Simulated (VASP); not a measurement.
Runs of VASP 6.6.1 on B. The structure is that of space group Fm-3m (No. 225), or close to it. The cells are those of the table. 

```tsv
task	cell	k mesh	cutoff (eV)	gap on the mesh (eV)	pressure (GPa)
relaxation of cell and atoms	relaxed from a = 2.095 Å, angles 60.0°, 1 atom	23 × 23 × 23	500	none	0.1
single point	a = 2.020 Å, angles 60.0°, 1 atom	23 × 23 × 23	500	none	0.4
relaxation of cell and atoms	relaxed to 190 GPa from a = 1.793 Å, angles 60.0°, 1 atom	25 × 25 × 25	600	none	190.0
single point	a = 1.793 Å, angles 60.0°, 1 atom	25 × 25 × 25	520	none	(a)
```

Alike in all rows: level PBEsol; potentials or basis VASP PAW PBE potentials, release 64 (B); no spin polarisation; smearing fermi-dirac 0.1 eV.

Estimate the missing entries.

(a) 191.0.

Caveats: the PAW data sets were made with another functional, which shifts forces and pressure a little; the cell is relaxed towards a set pressure, so the enthalpy falls and the energy may rise (some runs).

A gap of «none» marks levels without a gap at the run's occupations.
